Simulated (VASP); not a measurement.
# SiC (P-6m2) in VASP: a series of runs

Runs on SiC. Level: PBE. Tasks: single point.

Program: VASP 6.6.1. These are calculated values, not measurements. Logs are shortened: lines on timing, memory, paths and dates and some standing lists are left out, and cuts for length are marked.

## (1) The cell of the first run

It takes space group P-6m2 (No. 187, hexagonal). Conventional cell: a = 2.865 Å, b = 2.865 Å, c = 2.559 Å, α = 90.00°, β = 90.00°, γ = 120.00°. Si (site symmetry -6m2) has 6 C at 2.09 Å and 2 Si at 2.56 Å within 2.8 Å. Within 2.8 Å of C (site symmetry -6m2) lie 6 Si at 2.09 Å and 2 C at 2.56 Å.

## (2) Single point, PBE

Contents of INCAR:

```
PREC = Accurate
ENCUT = 520
EDIFF = 1E-7
ISMEAR = 0
SIGMA = 0.1
LREAL = False
LASPH = True
NELM = 60
ALGO = Normal
ISIF = 2
LWAVE = False
LCHARG = True
GGA = PE
LELF = True
LVHAR = True
NBANDS = 11
```

Contents of KPOINTS:

```
Automatic mesh
0
Gamma
  6 6 6
```

Contents of POSCAR:

```
SiC
1.0
    2.8653240007     -0.0000000028      0.0000000000
   -1.4326619980      2.4814433761      0.0000000000
    0.0000000000      0.0000000000      2.5586924219
Si C
1 1
Direct
    0.0000000000      0.0000000000      0.0000000000
    0.6666666667      0.3333333333      0.5000000000
```

Potentials or basis: VASP PAW PBE potentials, release 64 (Si, C).

Run with:

```sh
cat potpaw_PBE.64/Si/POTCAR potpaw_PBE.64/C/POTCAR > POTCAR
mpirun -np 1 vasp_std > vasp.out
```

OUTCAR:

```text
PREC = Accurate
   ENCUT = 520
   EDIFF = 1E-7
   ISMEAR = 0
   LREAL = False
   LASPH = True
   NELM = 60
   ISIF = 2
   GGA = PE

 ion  position               nearest neighbor table
   1  0.000  0.000  0.000-   2 2.09   2 2.09   2 2.09   2 2.09   2 2.09   2 2.09
   2  0.667  0.333  0.500-   1 2.09   1 2.09   1 2.09   1 2.09   1 2.09   1 2.09

  LATTYP: Found a hexagonal cell.
 ALAT       =     2.8653240007
 C/A-ratio  =     0.8929853731

  Lattice vectors:

 A1 = (   2.8653240007,  -0.0000000028,   0.0000000000)
 A2 = (  -1.4326619980,   2.4814433761,   0.0000000000)
 A3 = (   0.0000000000,   0.0000000000,   2.5586924219)

Analysis of symmetry for initial positions (statically):
=====================================================================
 Subroutine PRICEL returns:
 Original cell was already a primitive cell.

 Routine SETGRP: Setting up the symmetry group for a
 hexagonal supercell.

 Subroutine GETGRP returns: Found 12 space group operations
 (whereof 12 operations were pure point group operations)
 out of a pool of 24 trial point group operations.

The static configuration has the point symmetry D_3h.

Analysis of symmetry for dynamics (positions and initial velocities):
=====================================================================
 Subroutine PRICEL returns:
 Original cell was already a primitive cell.

 Routine SETGRP: Setting up the symmetry group for a
 hexagonal supercell.

 Subroutine GETGRP returns: Found 12 space group operations
 (whereof 12 operations were pure point group operations)
 out of a pool of 24 trial point group operations.

The dynamic configuration has the point symmetry D_3h.

 Subroutine INISYM returns: Found 12 space group operations
 (whereof 12 operations are pure point group operations),
 and found     1 'primitive' translations

----------------------------------------------------------------------------------------

                                     Primitive cell

  volume of cell :      18.1927

  direct lattice vectors                    reciprocal lattice vectors
     2.865324001 -0.000000003  0.000000000     0.349000672  0.201495631  0.000000000
    -1.432661998  2.481443376  0.000000000     0.000000000  0.402991263  0.000000000
     0.000000000  0.000000000  2.558692422     0.000000000  0.000000000  0.390824623

  length of vectors
     2.865324001  2.865324001  2.558692422     0.402991263  0.402991263  0.390824623

  position of ions in fractional coordinates (direct lattice)
     0.000000000  0.000000000  0.000000000
     0.666666667  0.333333333  0.500000000

  ion indices of the primitive-cell ions
   primitive index   ion index
                 1           1
                 2           2

----------------------------------------------------------------------------------------

 KPOINTS: Automatic mesh

Automatic generation of k-mesh.
 Grid dimensions read from file:
 generate k-points for:    6    6    6

 Generating k-lattice:

  Cartesian coordinates                     Fractional coordinates (reciprocal lattice)
     0.058166779  0.033582605  0.000000000     0.166666667  0.000000000  0.000000000
     0.000000000  0.067165211  0.000000000    -0.000000000  0.166666667  0.000000000
     0.000000000  0.000000000  0.065137437     0.000000000  0.000000000  0.166666667

  Length of vectors
     0.067165211  0.067165211  0.065137437

  Shift w.r.t. Gamma in fractional coordinates (k-lattice)
     0.000000000  0.000000000  0.000000000

 Subroutine IBZKPT returns following result:
 ===========================================

 Found     28 irreducible k-points:

 Following reciprocal coordinates:
            Coordinates               Weight
  0.000000  0.000000  0.000000      1.000000
  0.166667  0.000000  0.000000      6.000000
  0.333333  0.000000  0.000000      6.000000
  0.500000  0.000000  0.000000      3.000000
  0.166667  0.166667  0.000000      6.000000
  0.333333  0.166667  0.000000     12.000000
[... 16 lines left out ...]
  0.166667  0.000000  0.500000      6.000000
  0.333333  0.000000  0.500000      6.000000
 [... further k-points ...]
   k-points           NKPTS =     28   k-points in BZ     NKDIM =     28   number of bands    NBANDS=     11
   number of dos      NEDOS =    301   number of ions     NIONS =      2
   total plane-waves  NPLWV =  11520
   dimension x,y,z NGX =    24 NGY =   24 NGZ =   20
   dimension x,y,z NGXF=    48 NGYF=   48 NGZF=   40
   ions per type =               1   1
   NGX,Y,Z   is equivalent  to a cutoff of  13.92, 13.92, 12.99 a.u.
   NGXF,Y,Z  is equivalent  to a cutoff of  27.85, 27.85, 25.99 a.u.
 SYSTEM =  unknown system
   PREC   = accura    normal or accurate (medium, high low for compatibility)
   ISTART =      0    job   : 0-new  1-cont  2-samecut
   ICHARG =      2    charge: 1-file 2-atom 10-const
   ISPIN  =      1    spin polarized calculation?
   LNONCOLLINEAR =      F non collinear calculations
   LSORBIT =      F    spin-orbit coupling
   LASPH  =      T    aspherical Exc in radial PAW
   ENCUT  =  520.0 eV  38.22 Ry    6.18 a.u.   5.33  5.33  4.76*2*pi/ulx,y,z
   NELM   =     60;   NELMIN=  2; NELMDL= -5     # of ELM steps
   EDIFF  = 0.1E-06   stopping-criterion for ELM
   LREAL  =      F    real-space projection
   EDIFFG = 0.1E-05   stopping-criterion for IOM
   NSW    =      0    number of steps for IOM
   IBRION =     -1    ionic relax: 0-MD 1-quasi-New 2-CG
   NFREE  =      0    steps in history (QN), initial steepest desc. (CG)
   ISIF   =      2    stress and relaxation
   ISYM   =      2    0-nonsym 1-usesym 2-fastsym
   POTIM  = 0.5000    time-step for ionic-motion
   TEBEG  =    0.0;   TEEND  =   0.0 temperature during run
   PSTRESS=    0.0 pullay stress
   NELECT =       8.0000    total number of electrons
   NUPDOWN=      -1.0000    fix difference up-down
   EMIN   =  10.00;   EMAX   =-10.00  energy-range for DOS
   EFERMI =   0.00;   METHOD = LEGACY
   ISMEAR =     0;   SIGMA  =   0.10  broadening in eV -4-tet -1-fermi 0-gaus
   EFERMI_NEDOS =   21; number of points for ismear=-14 and -15
   IALGO  =     38    algorithm
   IMIX   =      4    mixing-type and parameters
     AMIX     =   0.40;   BMIX     =  1.00
     AMIX_MAG =   1.60;   BMIX_MAG =  1.00
  volume/ion in A,a.u.               =       9.10        61.39
  Fermi-wavevector in a.u.,A,eV,Ry     =   1.244914  2.352547 21.086465  1.549811
  Thomas-Fermi vector in A             =   2.379160
   LORBIT       =      0    0 simple, 1 ext, 2 COOP (PROOUT), +10 PAW based schemes
   GGA     = PE    functional components
   LHFCALC =     F    Hartree Fock is set to
   AEXX    =    0.0000 exact exchange contribution
   IVDW    =     0    specifies the selected vdW correction
   LEPSILON=     F    determine dielectric tensor
   LRPA    =     F    only Hartree local field effects (RPA)
 non-spin polarized calculation
 Gauss-broadening in eV      SIGMA  =   0.10
  energy-cutoff  :      520.00
  volume of cell :       18.19
 maximum number of plane-waves:       514
 NGX is ok and might be reduce to    24
   NGX = 11   NGY = 11   NGZ =  9

 number of electron       8.0000000 magnetization

 Free energy of the ion-electron system (eV)
  ---------------------------------------------------
  ext. energy  EPLUGINS =         0.00000000
  ---------------------------------------------------
  free energy    TOTEN  =       -12.43658529 eV

  energy without entropy =      -12.43027633  energy(sigma->0) =      -12.43343081

 E-fermi :  11.0567     XC(G=0): -12.2732

 val. band max:       10.8817346379   @ k =   0.1667   0.0000   0.3333
 cond. band min:      11.0710221179   @ k =   0.3333   0.1667   0.3333
 fundamental gap:      0.1892874800
 Fermi energy:        11.0566906754

 k-point     1 :       0.0000    0.0000    0.0000
  band No.  band energies     occupation
      1      -6.5641      2.00000
      2      10.1554      2.00000
      3      10.1554      2.00000
      4      10.4277      2.00000
      5      15.0548      0.00000
      6      16.7034      0.00000
      7      17.5738      0.00000
      8      17.5738      0.00000
      9      24.6681      0.00000
     10      26.5700      0.00000
     11      29.8724      0.00000

 k-point     2 :       0.1667    0.0000    0.0000
  band No.  band energies     occupation
      1      -5.9816      2.00000
      2       7.2717      2.00000
      3       9.3155      2.00000
      4      10.8026      1.99967
      5      14.7935      0.00000
      6      16.6437      0.00000
      7      19.2952      0.00000
      8      19.7094      0.00000
      9      24.8874      0.00000
     10      26.3651      0.00000
     11      29.6968      0.00000

 k-point     3 :       0.3333    0.0000    0.0000
  band No.  band energies     occupation
      1      -4.2948      2.00000
      2       2.9572      2.00000
      3       8.1457      2.00000
      4      11.7234      0.00000
      5      13.2789      0.00000
      6      18.2234      0.00000
      7      22.0775      0.00000
      8      22.3497      0.00000
      9      22.4490      0.00000
     10      26.1309      0.00000
     11      30.1921      0.00000

 k-point     4 :       0.5000    0.0000    0.0000
  band No.  band energies     occupation
      1      -2.4243      2.00000
      2       0.1194      2.00000
      3       7.6904      2.00000
      4      12.3284      0.00000
      5      12.7048      0.00000
      6      20.0648      0.00000
      7      20.7095      0.00000
      8      21.0902      0.00000
      9      23.8653      0.00000
     10      27.6776      0.00000
     11      29.6564      0.00000
[... 239 lines left out ...]
 k-point    22 :       0.0000    0.0000    0.5000
  band No.  band energies     occupation
      1      -2.1897      2.00000
      2      -0.7186      2.00000
      3      12.2910      0.00000
      4      12.2910      0.00000
      5      18.8436      0.00000
      6      18.8485      0.00000
      7      19.8452      0.00000
      8      19.8452      0.00000
      9      22.6193      0.00000
     10      22.6193      0.00000
     11      23.7352      0.00000

 k-point    23 :       0.1667    0.0000    0.5000
  band No.  band energies     occupation
      1      -1.6649      2.00000
      2      -0.1290      2.00000
      3      10.1243      2.00000
      4      11.7069      0.00000
      5      14.6150      0.00000
      6      18.1199      0.00000
      7      19.2550      0.00000
      8      19.3965      0.00000
      9      23.5512      0.00000
     10      25.3805      0.00000
     11      25.4504      0.00000

 k-point    24 :       0.3333    0.0000    0.5000
  band No.  band energies     occupation
      1      -0.1527      2.00000
      2       1.5274      2.00000
      3       6.4617      2.00000
      4       9.8881      2.00000
      5      10.7744      1.99993
      6      16.5410      0.00000
      7      18.0692      0.00000
      8      18.2763      0.00000
      9      26.0355      0.00000
     10      29.1930      0.00000
     11      29.3983      0.00000

 [... further k-points ...]
[... 5 lines left out ...]
  --------------------------------------------------------------------------------------
  -------------------------------------------------------------------------------------
  Total       -0.0132388     -0.0132388     -0.0095820      0.0000000     -0.0000000     -0.0000000
  in kB       -1.1659031     -1.1659031     -0.8438611      0.0000000     -0.0000000     -0.0000000
  external PRESSURE =      -1.0585558 kB  Pullay stress =       0.0000000 kB

 VOLUME and BASIS-vectors are now :
 -----------------------------------------------------------------------------
  energy-cutoff  :      520.00
  volume of cell :       18.19
      direct lattice vectors                 reciprocal lattice vectors
     2.865324001 -0.000000003  0.000000000     0.349000672  0.201495631  0.000000000
    -1.432661998  2.481443376  0.000000000     0.000000000  0.402991263  0.000000000
     0.000000000  0.000000000  2.558692422     0.000000000  0.000000000  0.390824623

 POSITION                                       TOTAL-FORCE (eV/Angst)
 -----------------------------------------------------------------------------------
      0.00000      0.00000      0.00000         0.000000      0.000000      0.000000
      1.43266      0.82715      1.27935        -0.000000      0.000000      0.000000
 -----------------------------------------------------------------------------------
    total drift:                               -0.000000      0.000000      0.000000

  FREE ENERGIE OF THE ION-ELECTRON SYSTEM (eV)
  ---------------------------------------------------
  free  energy   TOTEN  =       -12.4365852942 eV

  energy  without entropy=      -12.4302763314  energy(sigma->0) =      -12.43343081
```

Wall time 8.4 s (1 thread of Intel Xeon 6975P-C, shared host); peak memory 0.13 GiB.

Results:

```yaml
Free_energy: -12.4366 eV
Pressure: -0.1 GPa
Band_gap_on_the_k_mesh: zero (band 4 reaches 12.63 eV, above the bottom of band 5 at 8.81 eV)
```

Levels at points of the mesh, in eV from the Fermi level:
| k point | band 2 | band 3 | band 4 | band 5 | band 6 | band 7 |
| --- | --- | --- | --- | --- | --- | --- |
| (0.00, 0.00, 0.00) | -0.90 | -0.90 | -0.63 | 4.00 | 5.65 | 6.52 |
| (0.50, 0.00, 0.00) | -10.94 | -3.37 | 1.27 | 1.65 | 9.01 | 9.65 |
| (0.00, 0.00, 0.50) | -11.78 | 1.23 | 1.23 | 7.79 | 7.79 | 8.79 |
| (0.50, 0.00, 0.50) | -7.96 | -7.04 | -3.80 | -0.67 | 4.94 | 6.49 |

Caveat: the k points lie up to 0.42 Å⁻¹ apart.

## (3) Single point, PBE

This run uses another cell than the first one, of 11.34 Å³/atom, 1.246 times its volume.

Contents of INCAR:

```
PREC = Accurate
ENCUT = 520
EDIFF = 1E-7
ISMEAR = 0
SIGMA = 0.1
LREAL = F
LASPH = T
NELM = 60
ALGO = Normal
ISIF = 2
LWAVE = F
LCHARG = T
GGA = PE
LELF = T
LVHAR = T
NBANDS = 11
```

KPOINTS is that of step 2.

Contents of POSCAR:

```
SiC
1.0
    2.9942280100      0.0000000000      0.0000000000
   -1.4971140000      2.5930775200      0.0000000000
    0.0000000000      0.0000000000      2.9204160900
Si C
1 1
Direct
    0.0000000000      0.0000000000      0.0000000000
    0.6666666700      0.3333333300      0.5000000000
```

Potentials or basis: VASP PAW PBE potentials, release 64 (Si, C).

Run with:

```sh
cat potpaw_PBE.64/Si/POTCAR potpaw_PBE.64/C/POTCAR > POTCAR
mpirun -np 1 vasp_std > vasp.out
```

Wall time 11 s (1 thread of Intel Xeon 6975P-C, shared host); peak memory 0.14 GiB.

The run converged. Its results:

* Free energy: -11.9042 eV
* Pressure: -27.1 GPa
* Band gap on the k mesh: zero (band 4 reaches 9.58 eV, above the bottom of band 5 at 5.21 eV)

Stress tensor (GPa, compression positive):
```
-17.04   0.00   0.00
  0.00 -17.04   0.00
  0.00   0.00 -47.19
```

Levels at points of the mesh, in eV from the Fermi level:
```tsv
k point	band 1	band 2	band 3	band 4	band 5	band 6	band 7	band 8
(0.00, 0.00, 0.00)	-15.10	-1.64	0.32	0.32	0.89	6.65	6.90	6.90
(0.50, 0.00, 0.00)	-11.46	-8.79	-1.83	0.43	1.97	6.08	6.79	7.45
(0.00, 0.00, 0.50)	-11.82	-10.48	1.68	1.68	6.44	6.79	7.80	7.80
(0.50, 0.00, 0.50)	-8.87	-6.53	-5.46	-3.91	0.16	4.54	5.61	6.69
```

Caveat: the k points lie up to 0.40 Å⁻¹ apart.
